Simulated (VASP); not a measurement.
# Gd (P6_3/mmc) in VASP: further runs

The runs below take Gd through single point, with LDA.

Everything below comes from runs of VASP 6.6.1. Logs are shortened: lines on timing, memory, paths and dates and some standing lists are left out, and cuts for length are marked.

## 1. The cell of the first run

Symmetry: P6_3/mmc, No. 194, hexagonal system. The conventional cell has a = 3.484 Å, b = 3.484 Å, c = 5.587 Å, α = 90.00°, β = 90.00°, γ = 120.00°. Gd (site symmetry -6m2) has 12 Gd at 3.44 to 3.48 Å within 4.5 Å.

## 2. Single point, LDA, collinear spin, ferromagnetic start

The input, INCAR:

```
SYSTEM = Gd
ALGO = Normal
EDIFF = 1E-6
ENCUT = 520
GGA = CA
ISIF = 2
ISMEAR = 1
ISPIN = 2
LASPH = .TRUE.
LCHARG = .FALSE.
LMAXMIX = 6
LORBIT = 11
LREAL = .FALSE.
LWAVE = .FALSE.
MAGMOM = 7.214 7.214
NBANDS = 29
NELM = 150
PREC = Accurate
SIGMA = 1.0
```

The input, KPOINTS:

```
k-points
0
G
  10 10 6
  0 0 0
```

The input, POSCAR:

```
Gd
1.0
    3.4841536640      0.0000000000      0.0000000000
   -1.7420768320      3.0173655837      0.0000000000
    0.0000000000      0.0000000000      5.5867162136
Gd
2
Direct
    0.3333333333      0.6666666667      0.2500000000
    0.6666666667      0.3333333333      0.7500000000
```

Potentials or basis: VASP PAW PBE potentials, release 64 (Gd).

Run with:

```console
> cat potpaw_PBE.64/Gd/POTCAR > POTCAR
> mpirun -np 1 vasp_std > vasp.out
```

OUTCAR:

```text
SYSTEM = Gd
   EDIFF = 1E-6
   ENCUT = 520
   GGA = CA
   ISIF = 2
   ISMEAR = 1
   ISPIN = 2
   LASPH = .TRUE.
   LORBIT = 11
   LREAL = .FALSE.
   NELM = 150
   PREC = Accurate

 ion  position               nearest neighbor table
   1  0.333  0.667  0.250-   2 3.44   2 3.44   2 3.44   2 3.44   2 3.44   2 3.44
   2  0.667  0.333  0.750-   1 3.44   1 3.44   1 3.44   1 3.44   1 3.44   1 3.44

  LATTYP: Found a hexagonal cell.
 ALAT       =     3.4841536640
 C/A-ratio  =     1.6034643567

  Lattice vectors:

 A1 = (   3.4841536640,   0.0000000000,   0.0000000000)
 A2 = (  -1.7420768320,   3.0173655837,   0.0000000000)
 A3 = (   0.0000000000,   0.0000000000,   5.5867162136)

Analysis of symmetry for initial positions (statically):
=====================================================================
 Subroutine PRICEL returns:
 Original cell was already a primitive cell.

 Routine SETGRP: Setting up the symmetry group for a
 hexagonal supercell.

 Subroutine GETGRP returns: Found 24 space group operations
 (whereof 12 operations were pure point group operations)
 out of a pool of 24 trial point group operations.

The static configuration has the point symmetry D_3d.
 The point group associated with its full space group is D_6h.

Analysis of symmetry for dynamics (positions and initial velocities):
=====================================================================
 Subroutine PRICEL returns:
 Original cell was already a primitive cell.

 Routine SETGRP: Setting up the symmetry group for a
 hexagonal supercell.

 Subroutine GETGRP returns: Found 24 space group operations
 (whereof 12 operations were pure point group operations)
 out of a pool of 24 trial point group operations.

The dynamic configuration has the point symmetry D_3d.
 The point group associated with its full space group is D_6h.

Analysis of structural, dynamic, and magnetic symmetry:
=====================================================================
 Subroutine PRICEL returns:
 Original cell was already a primitive cell.

 Routine SETGRP: Setting up the symmetry group for a
 hexagonal supercell.

 Subroutine GETGRP returns: Found 24 space group operations
 (whereof 12 operations were pure point group operations)
 out of a pool of 24 trial point group operations.

The overall configuration has the point symmetry D_3d.
 The point group associated with its full space group is D_6h.

[... 119 lines left out ...]
  volume/ion in A,a.u.               =      29.37       198.17
  Fermi-wavevector in a.u.,A,eV,Ry     =   1.390641  2.627931 26.312070  1.933883
  Thomas-Fermi vector in A             =   2.514557
   LORBIT       =     11    0 simple, 1 ext, 2 COOP (PROOUT), +10 PAW based schemes
   GGA     = CA    functional components
   LHFCALC =     F    Hartree Fock is set to
   AEXX    =    0.0000 exact exchange contribution
   IVDW    =     0    specifies the selected vdW correction
   LEPSILON=     F    determine dielectric tensor
   LRPA    =     F    only Hartree local field effects (RPA)
 spin polarized calculation
 Methfessel and Paxton  Order N= 1 SIGMA  =   1.00
  energy-cutoff  :      520.00
  volume of cell :       58.73
 maximum number of plane-waves:      1605
 NGX is ok and might be reduce to    28
   NGX = 13   NGY = 13   NGZ = 21

 number of electron      35.9999989 magnetization      14.3137826

 Free energy of the ion-electron system (eV)
  ---------------------------------------------------
  ext. energy  EPLUGINS =         0.00000000
  ---------------------------------------------------
  free energy    TOTEN  =       -23.10194838 eV

  energy without entropy =      -23.30641302  energy(sigma->0) =      -23.17010326

 E-fermi :   3.2273     XC(G=0): -10.7934

 val. band max:        3.2160955867   @ k =   0.5000   0.0000   0.3333
 cond. band min:       3.2281217655   @ k =   0.2000   0.1000   0.0000
 fundamental gap:      0.0120261788
 Fermi energy:         3.2272828498

 spin component 1

 k-point     1 :       0.0000    0.0000    0.0000
  band No.  band energies     occupation
      1     -41.1874      1.00000
      2     -41.0684      1.00000
      3     -19.3667      1.00000
      4     -18.4501      1.00000
      5     -18.4501      1.00000
      6     -18.2991      1.00000
[... 757 lines left out ...]
     28       5.0262     -0.01447
     29       5.3744     -0.00483

 [... further k-points ...]

 spin component 2

 k-point     1 :       0.0000    0.0000    0.0000
  band No.  band energies     occupation
      1     -38.3618      1.00000
      2     -38.2153      1.00000
      3     -17.4033      1.00000
      4     -16.2975      1.00000
      5     -16.2975      1.00000
      6     -16.1203      1.00000
[... 757 lines left out ...]
     28       6.0099     -0.00030
     29       6.3176     -0.00006

 [... further k-points ...]

------------------------ aborting loop because EDIFF is reached ----------------------------------------

  FORCE on cell =-STRESS in cart. coord.  units (eV):
  Direction    XX          YY          ZZ          XY          YZ          ZX
  --------------------------------------------------------------------------------------
  -------------------------------------------------------------------------------------
  Total        0.0295129      0.0295129     -0.0870540      0.0000000      0.0000000      0.0000000
  in kB        0.8050832      0.8050832     -2.3747476      0.0000000      0.0000000      0.0000000
  external PRESSURE =      -0.2548604 kB  Pullay stress =       0.0000000 kB

 VOLUME and BASIS-vectors are now :
 -----------------------------------------------------------------------------
  energy-cutoff  :      520.00
  volume of cell :       58.73
      direct lattice vectors                 reciprocal lattice vectors
     3.484153664  0.000000000  0.000000000     0.287013748  0.165707464  0.000000000
    -1.742076832  3.017365584  0.000000000     0.000000000  0.331414929  0.000000000
     0.000000000  0.000000000  5.586716214     0.000000000  0.000000000  0.178996026

 POSITION                                       TOTAL-FORCE (eV/Angst)
 -----------------------------------------------------------------------------------
     -0.00000      2.01158      1.39668         0.000000     -0.000000      0.000000
      1.74208      1.00579      4.19004        -0.000000      0.000000      0.000000
 -----------------------------------------------------------------------------------
    total drift:                                0.000000     -0.000000      0.000000

  FREE ENERGIE OF THE ION-ELECTRON SYSTEM (eV)
  ---------------------------------------------------
  free  energy   TOTEN  =       -23.1019483812 eV

  energy  without entropy=      -23.3064130230  energy(sigma->0) =      -23.17010326

 total charge

# of ion       s       p       d       f       tot
--------------------------------------------------
    1        2.079   5.521   0.610   7.063  15.274
    2        2.079   5.521   0.610   7.063  15.274
--------------------------------------------------
tot          4.159  11.042   1.220  14.127  30.547

 magnetization (x)

# of ion       s       p       d       f       tot
--------------------------------------------------
    1        0.005  -0.039   0.128   6.698   6.792
    2        0.005  -0.039   0.128   6.698   6.792
--------------------------------------------------
tot          0.010  -0.078   0.257  13.396  13.584
```

stdout:

```text
POSCAR found type information on POSCAR Gd
 POSCAR found :  1 types and       2 ions
 scaLAPACK will be used
 -----------------------------------------------------------------------------
|                                                                             |
[... 23 lines left out ...]
|     molecular-dynamics runs (even for insulators or semiconductors),        |
|     since the presence of unoccupied bands improves wavefunction            |
|     prediction and helps to suppress 'band-crossings'.                      |
|                                                                             |
 -----------------------------------------------------------------------------
```

Run time: 3.3 min. Hardware: 1 thread of AMD EPYC 9R45 (Zen 5), shared host; peak memory 0.24 GiB.

What came out:

```
Free energy                                           : -23.1019 eV
Pressure                                              : 0.0 GPa
Net moment                                            : 14.31 μB per cell
Site moments                                          : Gd +6.79 μB
Valence electrons inside the program's atomic spheres : Gd 15.27
```

Levels at points of the mesh, in eV from the Fermi level:
Spin up:
```csv
k point,band 22,band 23,band 24,band 25,band 26,band 27,band 28,band 29
"(0.00, 0.00, 0.00)",-3.83,-3.82,-2.45,1.57,1.57,1.71,1.82,2.29
"(0.50, 0.00, 0.00)",-3.82,-1.94,-1.87,-1.37,0.55,1.28,1.50,2.16
"(0.00, 0.00, 0.50)",-3.83,-3.34,-3.34,0.77,0.77,1.48,1.48,1.48
"(0.50, 0.00, 0.50)",-3.86,-2.21,-2.21,-0.35,-0.35,2.27,2.27,3.03
```
Spin down:
```tsv
k point	band 7	band 8	band 9	band 10	band 11	band 12	band 13	band 14
(0.00, 0.00, 0.00)	-19.35	-19.32	-4.39	-1.82	0.51	0.58	0.64	0.75
(0.50, 0.00, 0.00)	-19.64	-19.49	-1.27	-1.25	-0.81	0.57	0.65	0.74
(0.00, 0.00, 0.50)	-19.44	-19.44	-2.68	-2.68	0.37	0.37	0.67	0.67
(0.50, 0.00, 0.50)	-19.65	-19.65	-1.62	-1.62	0.10	0.10	0.70	0.70
```

Caveat: the highest band is partly filled, so the run has too few bands; so wide a smearing shifts energies and pressures; the PAW data sets were made with another functional, which shifts forces and pressure a little; spin-orbit coupling is left out, which moves the levels of the heavy elements; semilocal functionals describe open f shells poorly, which spoils levels, moments and volumes. The state reached can hang on the start; a lower one may exist.

## 3. Single point, LDA, collinear spin, ferromagnetic start

The input, INCAR:

```
SYSTEM = Gd
PREC     = Accurate       ! precision mode
ENCUT    = 520            ! plane-wave cutoff, eV
EDIFF    = 1E-6           ! SCF threshold, eV
ISMEAR   = -1             ! smearing method
SIGMA    = 0.2            ! smearing width, eV
LREAL    = .False.        ! projectors in reciprocal space
LASPH    = .True.         ! aspherical terms in the spheres
NELM     = 150            ! most SCF steps
ALGO     = Normal         ! electronic algorithm
ISIF     = 2              ! what is computed and relaxed
LWAVE    = .False.        ! write WAVECAR
LCHARG   = .True.         ! write CHGCAR
ISPIN    = 2              ! spin polarisation
MAGMOM   = 7.214 7.214    ! initial moments
LORBIT   = 11             ! projections on sites
LMAXMIX  = 6              ! l up to which the mixer works
GGA      = CA             ! functional
LELF     = .True.         ! ELF
LVHAR    = .True.       
NBANDS   = 29             ! bands
```

The input, KPOINTS:

```
Automatic mesh
0
Gamma
  10 10 6
  0 0 0
```

POSCAR is that of step 2.

Potentials or basis: VASP PAW PBE potentials, release 64 (Gd).

Run with:

```console
> cat potpaw_PBE.64/Gd/POTCAR > POTCAR
> mpirun -np 1 vasp_std > vasp.out
```

Run time: 12 min. Hardware: 1 thread of Intel Xeon 8259CL, shared host; peak memory 0.28 GiB.

It converged, with:

- Free energy: -23.6394 eV
- Pressure: 0.9 GPa
- Net moment: 14.41 μB per cell
- Site moments: Gd +6.80 μB
- Valence electrons inside the program's atomic spheres: Gd 15.28

Stress tensor (GPa, compression positive):
```
0.96 0.00 0.00
0.00 0.96 0.00
0.00 0.00 0.82
```

Levels at points of the mesh, in eV from the Fermi level:
Spin up:
```csv
k point,band 22,band 23,band 24,band 25,band 26,band 27,band 28,band 29
"(0.00, 0.00, 0.00)",-3.75,-3.75,-2.47,1.56,1.56,1.71,1.81,2.29
"(0.50, 0.00, 0.00)",-3.75,-1.95,-1.88,-1.38,0.54,1.28,1.49,2.16
"(0.00, 0.00, 0.50)",-3.75,-3.36,-3.36,0.76,0.76,1.48,1.48,1.48
"(0.50, 0.00, 0.50)",-3.79,-2.22,-2.22,-0.36,-0.36,2.26,2.26,3.03
```
Spin down:
```csv
k point,band 8,band 9,band 10,band 11,band 12,band 13
"(0.00, 0.00, 0.00)",-19.28,-4.36,-1.79,0.57,0.64,0.70
"(0.50, 0.00, 0.00)",-19.45,-1.25,-1.23,-0.79,0.63,0.70
"(0.00, 0.00, 0.50)",-19.40,-2.66,-2.66,0.43,0.43,0.73
"(0.50, 0.00, 0.50)",-19.61,-1.60,-1.60,0.14,0.14,0.75
```

Caveat: the PAW data sets were made with another functional, which shifts forces and pressure a little; spin-orbit coupling is left out, which moves the levels of the heavy elements; semilocal functionals describe open f shells poorly, which spoils levels, moments and volumes. The state reached can hang on the start; a lower one may exist.

## 4. Single point, LDA, collinear spin, ferromagnetic start

The input, INCAR:

```
SYSTEM = Gd
PREC = Accurate ; ENCUT = 520
EDIFF = 1E-6 ; ISMEAR = -1
SIGMA = 0.3 ; LREAL = .False.
LASPH = .True. ; NELM = 150
ALGO = Normal ; ISIF = 2
LWAVE = .False. ; LCHARG = .False.
ISPIN = 2 ; MAGMOM = 7.214 7.214
LORBIT = 11 ; LMAXMIX = 6
GGA = CA ; NBANDS = 29
```

KPOINTS is that of step 3.

POSCAR is that of step 3.

Run with:

```console
> cat potpaw_PBE.64/Gd/POTCAR > POTCAR
> mpirun -np 1 vasp_std > vasp.out
```

It took 12 min on 1 thread of Intel Xeon 8259CL, shared host; peak memory 0.28 GiB.

It converged, with:

| Item | Value |
| --- | --- |
| Free energy | -24.0003 eV |
| Pressure | 1.9 GPa |
| Net moment | 14.28 μB per cell |
| Site moments | Gd +6.74 μB |
| Valence electrons inside the program's atomic spheres | Gd 15.30 |

Levels at points of the mesh, in eV from the Fermi level:
Spin up:
```csv
k point,band 22,band 23,band 24,band 25,band 26,band 27,band 28,band 29
"(0.00, 0.00, 0.00)",-3.45,-3.44,-2.43,1.62,1.62,1.76,1.84,2.35
"(0.50, 0.00, 0.00)",-3.45,-1.91,-1.85,-1.35,0.58,1.33,1.54,2.21
"(0.00, 0.00, 0.50)",-3.44,-3.33,-3.33,0.81,0.81,1.53,1.53,1.53
"(0.50, 0.00, 0.50)",-3.49,-2.19,-2.19,-0.32,-0.32,2.30,2.30,3.09
```
Spin down:
```
           k point  band 6  band 7  band 8  band 9  band 10  band 11  band 12  band 13  band 14  band 15
(0.00, 0.00, 0.00)  -19.19  -19.19  -19.16   -4.35    -1.77     0.79     0.87     0.93     1.04     1.04
(0.50, 0.00, 0.00)  -19.65  -19.49  -19.34   -1.23    -1.21    -0.76     0.86     0.88     1.02     1.04
(0.00, 0.00, 0.50)  -19.28  -19.28  -19.28   -2.64    -2.64     0.61     0.61     0.95     0.95     1.02
(0.50, 0.00, 0.50)  -19.50  -19.50  -19.50   -1.57    -1.57     0.21     0.21     0.97     0.97     1.05
```

Caveat: so wide a smearing shifts energies and pressures; the PAW data sets were made with another functional, which shifts forces and pressure a little; spin-orbit coupling is left out, which moves the levels of the heavy elements; semilocal functionals describe open f shells poorly, which spoils levels, moments and volumes.

## 5. Single point, LDA, collinear spin, ferromagnetic start

The input, INCAR:

```
SYSTEM = Gd
PREC = Accurate
ENCUT = 520
EDIFF = 1E-6
ISMEAR = -1
SIGMA = 0.6
LREAL = .FALSE.
LASPH = .TRUE.
NELM = 150
ALGO = Normal
ISIF = 2
LWAVE = .FALSE.
LCHARG = .FALSE.
ISPIN = 2
MAGMOM = 7.214 7.214
LORBIT = 11
LMAXMIX = 6
GGA = CA
NBANDS = 29
```

The input, KPOINTS:

```
regular mesh
0
G
  10 10 6
  0 0 0
```

POSCAR is that of step 4.

Run with:

```console
> cat potpaw_PBE.64/Gd/POTCAR > POTCAR
> mpirun -np 1 vasp_std > vasp.out
```

Run time: 12 min. Hardware: 1 thread of Intel Xeon 8259CL, shared host; peak memory 0.28 GiB.

It converged, with:

| Item | Value |
| --- | --- |
| Free energy | -25.8311 eV |
| Pressure | 4.6 GPa |
| Net moment | 13.67 μB per cell |
| Site moments | Gd +6.45 μB |
| Valence electrons inside the program's atomic spheres | Gd 15.37 |

Stress tensor (GPa, compression positive):
```
4.37 0.00 0.00
0.00 4.37 0.00
0.00 0.00 4.93
```

Levels at points of the mesh, in eV from the Fermi level:
Spin up:
```tsv
k point	band 21	band 22	band 23	band 24	band 25	band 26	band 27	band 28	band 29
(0.00, 0.00, 0.00)	-2.67	-2.63	-2.62	-2.27	1.80	1.80	1.96	1.96	2.55
(0.50, 0.00, 0.00)	-2.67	-2.63	-1.75	-1.71	-1.21	0.72	1.50	1.72	2.39
(0.00, 0.00, 0.50)	-2.66	-2.66	-2.62	-2.62	0.99	0.99	1.71	1.71	1.71
(0.50, 0.00, 0.50)	-2.67	-2.67	-2.05	-2.05	-0.14	-0.14	2.44	2.44	3.29
```
Spin down:
```csv
k point,band 7,band 8,band 9,band 10,band 11,band 12,band 13,band 14
"(0.00, 0.00, 0.00)",-18.87,-18.83,-4.27,-1.68,1.29,1.41,1.47,1.55
"(0.50, 0.00, 0.00)",-19.17,-19.02,-1.12,-1.10,-0.65,1.21,1.38,1.50
"(0.00, 0.00, 0.50)",-18.96,-18.96,-2.55,-2.55,0.99,0.99,1.46,1.46
"(0.50, 0.00, 0.50)",-19.18,-19.18,-1.48,-1.48,0.39,0.39,1.46,1.46
```

Caveat: the highest band is partly filled, so the run has too few bands; the cell stands under pressure; so wide a smearing shifts energies and pressures; the PAW data sets were made with another functional, which shifts forces and pressure a little; spin-orbit coupling is left out, which moves the levels of the heavy elements; semilocal functionals describe open f shells poorly, which spoils levels, moments and volumes. The state reached can hang on the start; a lower one may exist.

## 6. Overview

```csv
smearing,gap on the mesh (eV),pressure (GPa),moment (μB)
methfessel-paxton 1 eV,none,0.0,14.31
fermi-dirac 0.2 eV,none,0.9,14.41
fermi-dirac 0.3 eV,none,1.9,14.28
fermi-dirac 0.6 eV,none,4.6,13.67
```

Alike in all rows: task single point; level LDA; potentials or basis VASP PAW PBE potentials, release 64 (Gd); spin collinear, ferromagnetic start; cell as given; k mesh 10 × 10 × 6; cutoff (eV) 520.

Caveats: the PAW data sets were made with another functional, which shifts forces and pressure a little; spin-orbit coupling is left out, which moves the levels of the heavy elements; semilocal functionals describe open f shells poorly, which spoils levels, moments and volumes; so wide a smearing shifts energies and pressures (at least some runs); the highest band is partly filled, so the run has too few bands (at least some runs); the cell stands under pressure (at least some runs).

Total energies depend on the potentials used, so only differences within one code and one set of settings carry meaning.

The gap in the log of VASP goes by the Fermi energy; the results here count the filled bands.